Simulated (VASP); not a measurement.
# Ru8N in VASP: notebook

Ru8N is run at these levels: PBE+D3(BJ); tasks: single point.

Program: VASP 6.6.1. These are calculated values, not measurements. Logs are shortened: lines on timing, memory, paths and dates and some standing lists are left out, and cuts for length are marked.

## 1. The cell of the first run

The cell holds a slab with vacuum, 18 atoms: a = 5.395 Å, b = 5.395 Å, c = 25.038 Å, α = 90.00°, β = 90.00°, γ = 120.00°.

## 2. Single point, PBE+D3(BJ)

Input file INCAR:

```
PREC = Accurate
ENCUT = 520
EDIFF = 1E-6
ISMEAR = 0
SIGMA = 0.1
LREAL = F
LASPH = T
NELM = 120
ALGO = Normal
ISIF = 2
LWAVE = F
LCHARG = T
LDIPOL = T
IDIPOL = 3
DIPOL = 0.5 0.5 0.319
GGA = PE
IVDW = 12
LELF = T
LVHAR = T
LVACPOTAV = T
NBANDS = 132
GGA_COMPAT = F
NELMDL = -8
```

Input file KPOINTS:

```
regular mesh
0
Gamma
  6 6 1
```

Input file POSCAR:

```
Ru8N
1.0
    5.3951895594      0.0000000000      0.0000000000
   -2.6975947797      4.6723712167      0.0000000000
    0.0000000000      0.0000000000     25.0383144398
Ru N
16 2
Direct
    0.3333333333      0.1666666667      0.1597551628
    0.3333333333      0.6666666667      0.1597551628
    0.8333333333      0.1666666667      0.1597551628
    0.8333333333      0.6666666667      0.1597551628
    0.1666666667      0.3333333333      0.2449409688
    0.1666666667      0.8333333333      0.2449409688
    0.6666666667      0.3333333333      0.2449409688
    0.6666666667      0.8333333333      0.2449409688
    0.3333333333      0.1666666667      0.3299719610
    0.3333333333      0.6666666667      0.3299719610
    0.8333333333      0.1666666667      0.3299719610
    0.8333333333      0.6666666667      0.3299719610
    0.1666666667      0.3333333333      0.4128997766
    0.1666666667      0.8333333333      0.4128997766
    0.6666666667      0.3333333333      0.4128997766
    0.6666666667      0.8333333333      0.4128997766
    0.1666666667      0.5833333333      0.5566794232
    0.1666666667      0.5833333333      0.6006120930
```

Potentials or basis: VASP PAW PBE potentials, release 64 (Ru_pv, N).

The run is started by

```console
cat potpaw_PBE.64/Ru_pv/POTCAR potpaw_PBE.64/N/POTCAR > POTCAR
mpirun -np 1 vasp_std > vasp.out
```

OUTCAR:

```text
PREC = Accurate
   ENCUT = 520
   EDIFF = 1E-6
   ISMEAR = 0
   LREAL = F
   LASPH = T
   NELM = 120
   ISIF = 2
   GGA = PE
   IVDW = 12
   NELMDL = -8
 IVDW          = 12

 ion  position               nearest neighbor table
   1  0.333  0.167  0.160-   5 2.64   7 2.64   6 2.64   3 2.70   3 2.70   2 2.70   2 2.70   4 2.70
                             4 2.70
   2  0.333  0.667  0.160-   6 2.64   8 2.64   5 2.64   4 2.70   4 2.70   3 2.70   1 2.70   1 2.70
                             3 2.70
   3  0.833  0.167  0.160-   7 2.64   5 2.64   8 2.64   1 2.70   1 2.70   2 2.70   4 2.70   4 2.70
                             2 2.70
   4  0.833  0.667  0.160-   8 2.64   6 2.64   7 2.64   2 2.70   2 2.70   1 2.70   3 2.70   3 2.70
                             1 2.70
   5  0.167  0.333  0.245-   9 2.64  11 2.64  10 2.64   1 2.64   3 2.64   2 2.64   7 2.70   7 2.70
                             6 2.70   6 2.70   8 2.70   8 2.70
   6  0.167  0.833  0.245-  10 2.64  12 2.64   9 2.64   2 2.64   4 2.64   1 2.64   8 2.70   8 2.70
                             7 2.70   5 2.70   5 2.70   7 2.70
   7  0.667  0.333  0.245-  11 2.64   9 2.64  12 2.64   3 2.64   1 2.64   4 2.64   5 2.70   5 2.70
                             6 2.70   8 2.70   8 2.70   6 2.70
   8  0.667  0.833  0.245-  12 2.64  10 2.64  11 2.64   4 2.64   2 2.64   3 2.64   6 2.70   6 2.70
                             5 2.70   7 2.70   7 2.70   5 2.70
   9  0.333  0.167  0.330-  13 2.60  15 2.60  14 2.60   5 2.64   7 2.64   6 2.64  11 2.70  11 2.70
                            10 2.70  10 2.70  12 2.70  12 2.70
  10  0.333  0.667  0.330-  14 2.60  16 2.60  13 2.60   6 2.64   8 2.64   5 2.64  12 2.70  12 2.70
                            11 2.70   9 2.70   9 2.70  11 2.70
  11  0.833  0.167  0.330-  15 2.60  13 2.60  16 2.60   7 2.64   5 2.64   8 2.64   9 2.70   9 2.70
                            10 2.70  12 2.70  12 2.70  10 2.70
  12  0.833  0.667  0.330-  16 2.60  14 2.60  15 2.60   8 2.64   6 2.64   7 2.64  10 2.70  10 2.70
                             9 2.70  11 2.70  11 2.70   9 2.70
  13  0.167  0.333  0.413-   9 2.60  11 2.60  10 2.60  15 2.70  15 2.70  16 2.70  14 2.70  14 2.70
                            16 2.70
  14  0.167  0.833  0.413-  10 2.60  12 2.60   9 2.60  16 2.70  16 2.70  13 2.70  13 2.70  15 2.70
                            15 2.70
  15  0.667  0.333  0.413-  11 2.60   9 2.60  12 2.60  13 2.70  13 2.70  16 2.70  16 2.70  14 2.70
                            14 2.70
  16  0.667  0.833  0.413-  12 2.60  10 2.60  11 2.60  14 2.70  14 2.70  15 2.70  15 2.70  13 2.70
                            13 2.70
  17  0.167  0.583  0.557-  18 1.10
  18  0.167  0.583  0.601-  17 1.10

  LATTYP: Found a hexagonal cell.
 ALAT       =     5.3951895594
 C/A-ratio  =     4.6408590772

  Lattice vectors:

 A1 = (   5.3951895594,   0.0000000000,   0.0000000000)
 A2 = (  -2.6975947797,   4.6723712167,   0.0000000000)
 A3 = (   0.0000000000,   0.0000000000,  25.0383144398)

Analysis of symmetry for initial positions (statically):
=====================================================================
 Subroutine PRICEL returns:
 Original cell was already a primitive cell.

 Routine SETGRP: Setting up the symmetry group for a
 hexagonal supercell.

 Subroutine GETGRP returns: Found  2 space group operations
 (whereof  2 operations were pure point group operations)
 out of a pool of 24 trial point group operations.

The static configuration has the point symmetry C_1h.

Analysis of symmetry for dynamics (positions and initial velocities):
=====================================================================
 Subroutine PRICEL returns:
 Original cell was already a primitive cell.

 Routine SETGRP: Setting up the symmetry group for a
 hexagonal supercell.

 Subroutine GETGRP returns: Found  2 space group operations
 (whereof  2 operations were pure point group operations)
 out of a pool of 24 trial point group operations.

The dynamic configuration has the point symmetry C_1h.

 Subroutine INISYM returns: Found  2 space group operations
 (whereof  2 operations are pure point group operations),
 and found     1 'primitive' translations

----------------------------------------------------------------------------------------

                                     Primitive cell

  volume of cell :     631.1741

  direct lattice vectors                    reciprocal lattice vectors
     5.395189559  0.000000000  0.000000000     0.185350299  0.107012045  0.000000000
    -2.697594780  4.672371217  0.000000000     0.000000000  0.214024090  0.000000000
     0.000000000  0.000000000 25.038314440     0.000000000  0.000000000  0.039938791

  length of vectors
[... 62 lines left out ...]
     0.000000000  0.000000000  0.000000000

 Subroutine IBZKPT returns following result:
 ===========================================

 Found     13 irreducible k-points:

 Following reciprocal coordinates:
            Coordinates               Weight
  0.000000  0.000000  0.000000      1.000000
  0.166667  0.000000  0.000000      2.000000
  0.000000  0.166667  0.000000      4.000000
  0.333333  0.000000  0.000000      2.000000
  0.000000  0.333333  0.000000      4.000000
  0.500000  0.000000  0.000000      1.000000
  0.000000  0.500000  0.000000      2.000000
  0.166667  0.166667  0.000000      4.000000
 -0.166667  0.333333  0.000000      2.000000
  0.333333  0.166667  0.000000      4.000000
 -0.166667  0.500000  0.000000      4.000000
  0.500000  0.333333  0.000000      4.000000
  0.333333  0.333333  0.000000      2.000000
   k-points           NKPTS =     13   k-points in BZ     NKDIM =     13   number of bands    NBANDS=    132
   number of dos      NEDOS =    301   number of ions     NIONS =     18
   total plane-waves  NPLWV = 307200
   dimension x,y,z NGX =    40 NGY =   40 NGZ =  192
   dimension x,y,z NGXF=    80 NGYF=   80 NGZF=  384
   ions per type =              16   2
   NGX,Y,Z   is equivalent  to a cutoff of  12.33, 12.33, 12.75 a.u.
   NGXF,Y,Z  is equivalent  to a cutoff of  24.65, 24.65, 25.50 a.u.
 SYSTEM =  unknown system
   PREC   = accura    normal or accurate (medium, high low for compatibility)
   ISTART =      0    job   : 0-new  1-cont  2-samecut
   ICHARG =      2    charge: 1-file 2-atom 10-const
   ISPIN  =      1    spin polarized calculation?
   LNONCOLLINEAR =      F non collinear calculations
   LSORBIT =      F    spin-orbit coupling
   LASPH  =      T    aspherical Exc in radial PAW
   ENCUT  =  520.0 eV  38.22 Ry    6.18 a.u.  10.03 10.03 46.55*2*pi/ulx,y,z
   NELM   =    120;   NELMIN=  2; NELMDL= -8     # of ELM steps
   EDIFF  = 0.1E-05   stopping-criterion for ELM
   LREAL  =      F    real-space projection
   EDIFFG = 0.1E-04   stopping-criterion for IOM
   NSW    =      0    number of steps for IOM
   IBRION =     -1    ionic relax: 0-MD 1-quasi-New 2-CG
   NFREE  =      0    steps in history (QN), initial steepest desc. (CG)
   ISIF   =      2    stress and relaxation
   ISYM   =      2    0-nonsym 1-usesym 2-fastsym
   POTIM  = 0.5000    time-step for ionic-motion
   TEBEG  =    0.0;   TEEND  =   0.0 temperature during run
   PSTRESS=    0.0 pullay stress
   NELECT =     234.0000    total number of electrons
   NUPDOWN=      -1.0000    fix difference up-down
   EMIN   =  10.00;   EMAX   =-10.00  energy-range for DOS
   EFERMI =   0.00;   METHOD = LEGACY
   ISMEAR =     0;   SIGMA  =   0.10  broadening in eV -4-tet -1-fermi 0-gaus
   EFERMI_NEDOS =   21; number of points for ismear=-14 and -15
   IALGO  =     38    algorithm
   IMIX   =      4    mixing-type and parameters
     AMIX     =   0.40;   BMIX     =  1.00
     AMIX_MAG =   1.60;   BMIX_MAG =  1.00
  volume/ion in A,a.u.               =      35.07       236.63
  Fermi-wavevector in a.u.,A,eV,Ry     =   1.176063  2.222436 18.818531  1.383123
  Thomas-Fermi vector in A             =   2.312433
   LORBIT       =      0    0 simple, 1 ext, 2 COOP (PROOUT), +10 PAW based schemes
   GGA     = PE    functional components
   LHFCALC =     F    Hartree Fock is set to
   AEXX    =    0.0000 exact exchange contribution
   IVDW    =    12    specifies the selected vdW correction
   LEPSILON=     F    determine dielectric tensor
   LRPA    =     F    only Hartree local field effects (RPA)
 non-spin polarized calculation
 Gauss-broadening in eV      SIGMA  =   0.10
  energy-cutoff  :      520.00
  volume of cell :      631.17
 maximum number of plane-waves:     17040
   NGX = 21   NGY = 21   NGZ = 93

 dipolmoment           0.000000      0.000000      0.704673 electrons x Angstroem

 number of electron     234.0000048 magnetization

 dipolmoment           0.000000      0.000000     -0.018275 electrons x Angstroem

 Free energy of the ion-electron system (eV)
  ---------------------------------------------------
  ext. energy  EPLUGINS =         0.00000000
  ---------------------------------------------------
  free energy    TOTEN  =      -155.99775463 eV

  energy without entropy =     -155.90188787  energy(sigma->0) =     -155.94982125

 E-fermi :   1.4692     XC(G=0):  -6.1911

 val. band max:        1.4682777575   @ k =   0.5000   0.0000   0.0000
 cond. band min:       1.4926902874   @ k =   0.0000   0.3333   0.0000
 fundamental gap:      0.0244125299
 Fermi energy:         1.4692355049

 k-point     1 :       0.0000    0.0000    0.0000
  band No.  band energies     occupation
      1     -42.2274      2.00000
      2     -42.2269      2.00000
      3     -42.2258      2.00000
      4     -42.2017      2.00000
      5     -42.1544      2.00000
      6     -42.1542      2.00000
[... 1705 lines left out ...]
    128       2.3034      0.00000
    129       2.3291      0.00000
 [bands above 129 left out]

------------------------ aborting loop because EDIFF is reached ----------------------------------------

 Edisp (eV)   -7.51996

 E8    (eV) :    -3.5332

  FORCE on cell =-STRESS in cart. coord.  units (eV):
  Direction    XX          YY          ZZ          XY          YZ          ZX
  --------------------------------------------------------------------------------------
  -------------------------------------------------------------------------------------
  Total     -11.95143   -11.96589    -2.05312     0.01253     0.00076     0.00132
  in kB     -30.33760   -30.37432    -5.21167     0.03181     0.00194     0.00336
  external pressure =      -21.97 kB  Pullay stress =        0.00 kB

 VOLUME and BASIS-vectors are now :
 -----------------------------------------------------------------------------
  energy-cutoff  :      520.00
  volume of cell :      631.17
      direct lattice vectors                 reciprocal lattice vectors
     5.395189559  0.000000000  0.000000000     0.185350299  0.107012045  0.000000000
    -2.697594780  4.672371217  0.000000000     0.000000000  0.214024090  0.000000000
     0.000000000  0.000000000 25.038314440     0.000000000  0.000000000  0.039938791

 POSITION                                       TOTAL-FORCE (eV/Angst)
 -----------------------------------------------------------------------------------
      1.34880      0.77873      4.00000         0.003711      0.002143      0.509586
     -0.00000      3.11491      4.00000        -0.000986     -0.000569      0.517455
      4.04639      0.77873      4.00000        -0.003562      0.003133      0.510954
      2.69759      3.11491      4.00000         0.000932     -0.004651      0.510954
      0.00000      1.55746      6.13291        -0.000344     -0.002942     -0.522664
     -1.34880      3.89364      6.13291        -0.002720      0.001173     -0.522664
[... 10 lines left out ...]
     -0.67440      2.72555     13.93831        -0.000278     -0.000161     -2.139891
     -0.67440      2.72555     15.03831         0.000080      0.000046      2.132961
 -----------------------------------------------------------------------------------
    total drift:                                0.000007      0.000004     -0.001549

  FREE ENERGIE OF THE ION-ELECTRON SYSTEM (eV)
  ---------------------------------------------------
  free  energy   TOTEN  =      -163.5177128922 eV

  energy  without entropy=     -163.4218461329  energy(sigma->0) =     -163.46977951

 vacuum level on the upper side and lower side of the slab         6.419         6.550
```

Run time: 60 min. Hardware: 1 thread of Intel Xeon 6975P-C (Granite Rapids), shared host; peak memory 1.1 GiB.

What came out:

```yaml
Free_energy: -163.5177 eV
Largest_force: 2.140 eV/Å
Band_gap_on_the_k_mesh: zero (bands 117 and 118 overlap by 1.26 eV)
Dispersion_energy_per_atom: -0.418 eV
```

Forces in eV/Å, atoms in the order of the input:
```
Ru   0.004  0.002  0.510
Ru  -0.001 -0.001  0.517
Ru  -0.004  0.003  0.511
Ru   0.001 -0.005  0.511
Ru   0.000 -0.003 -0.523
Ru  -0.003  0.001 -0.523
Ru   0.001  0.001 -0.521
Ru   0.002  0.001 -0.527
Ru   0.007  0.004  0.033
Ru   0.008  0.004 -0.035
Ru  -0.010 -0.002 -0.025
Ru  -0.007 -0.008 -0.025
Ru   0.009 -0.015  0.031
Ru  -0.009  0.015  0.031
Ru  -0.011 -0.006  0.024
Ru   0.013  0.007  0.016
N    0.000  0.000 -2.140
N    0.000  0.000  2.133
```

Levels at points of the mesh, in eV from the Fermi level:
```tsv
k point	band 113	band 114	band 115	band 116	band 117	band 118	band 119	band 120	band 121	band 122
(0.00, 0.00, 0.00)	0.19	0.19	0.20	1.00	1.00	1.08	1.08	1.08	1.19	1.19
(0.50, 0.00, 0.00)	-0.69	-0.62	-0.62	-0.57	-0.57	-0.07	-0.07	0.00	0.03	0.05
(0.00, 0.50, 0.00)	-0.69	-0.62	-0.62	-0.57	-0.57	-0.07	-0.07	0.00	0.03	0.05
```

Caveat: the standard files for N, O and F lose accuracy on very short bonds.

## 3. Single point, PBE+D3(BJ)

Input file INCAR:

```
ALGO     = Normal         # electronic algorithm
DIPOL    = 0.5 0.5 0.319
EDIFF    = 1E-6           # SCF threshold, eV
ENCUT    = 520            # plane-wave cutoff, eV
GGA      = PE             # functional
GGA_COMPAT= False        
IDIPOL   = 3            
ISIF     = 2              # what is computed and relaxed
ISMEAR   = 0              # smearing method
IVDW     = 12             # dispersion correction
LASPH    = True           # aspherical terms in the spheres
LCHARG   = False          # write CHGCAR
LDIPOL   = True         
LREAL    = False          # projectors in reciprocal space
LWAVE    = False          # write WAVECAR
NBANDS   = 132            # bands
NELM     = 120            # most SCF steps
NELMDL   = -8           
PREC     = Accurate       # precision mode
SIGMA    = 0.1            # smearing width, eV
```

Input file KPOINTS:

```
k-points
0
Gamma
  6 6 1
```

POSCAR: that of step 2 with these lines changed.

```diff
@@ -24,3 +24,3 @@
     0.6666666667      0.8333333333      0.4128997766
-    0.1666666667      0.5833333333      0.5566794232
-    0.1666666667      0.5833333333      0.6006120930
+    0.2500000000      0.5000000000      0.5566794232
+    0.2500000000      0.5000000000      0.6006120930
```

Potentials or basis: VASP PAW PBE potentials, release 64 (Ru_pv, N).

The run is started by

```console
cat potpaw_PBE.64/Ru_pv/POTCAR potpaw_PBE.64/N/POTCAR > POTCAR
mpirun -np 1 vasp_std > vasp.out
```

It took 43 min on 1 thread of AMD EPYC 9R45 (Zen 5), shared host; peak memory 1.1 GiB.

The run converged. Its results:

* Free energy: -163.5218 eV
* Largest force: 2.149 eV/Å
* Band gap on the k mesh: zero (bands 117 and 118 overlap by 1.26 eV)
* Dispersion energy per atom: -0.418 eV

Forces in eV/Å, atoms in the order of the input:
```
Ru   0.005  0.001  0.511
Ru   0.000  0.002  0.517
Ru  -0.005  0.001  0.511
Ru   0.000 -0.004  0.510
Ru   0.000 -0.003 -0.520
Ru  -0.004  0.000 -0.526
Ru   0.000  0.003 -0.522
Ru   0.004  0.000 -0.526
Ru   0.016 -0.006  0.006
Ru   0.000  0.017 -0.030
Ru  -0.016 -0.006  0.006
Ru   0.000 -0.006 -0.032
Ru   0.000 -0.007  0.057
Ru  -0.014  0.010  0.017
Ru   0.000 -0.001  0.024
Ru   0.014  0.010  0.017
N    0.000 -0.018 -2.149
N    0.000  0.005  2.130
```

Levels at points of the mesh, in eV from the Fermi level:
```tsv
k point	band 113	band 114	band 115	band 116	band 117	band 118	band 119	band 120	band 121	band 122
(0.00, 0.00, 0.00)	0.19	0.19	0.20	1.00	1.00	1.08	1.08	1.08	1.19	1.19
(0.50, 0.00, 0.00)	-0.69	-0.62	-0.62	-0.57	-0.57	-0.07	-0.07	0.00	0.03	0.05
(0.00, 0.50, 0.00)	-0.69	-0.62	-0.62	-0.57	-0.57	-0.07	-0.07	0.00	0.03	0.05
```

Caveat: the standard files for N, O and F lose accuracy on very short bonds.

The gap in the log of VASP goes by the Fermi energy; the results here count the filled bands.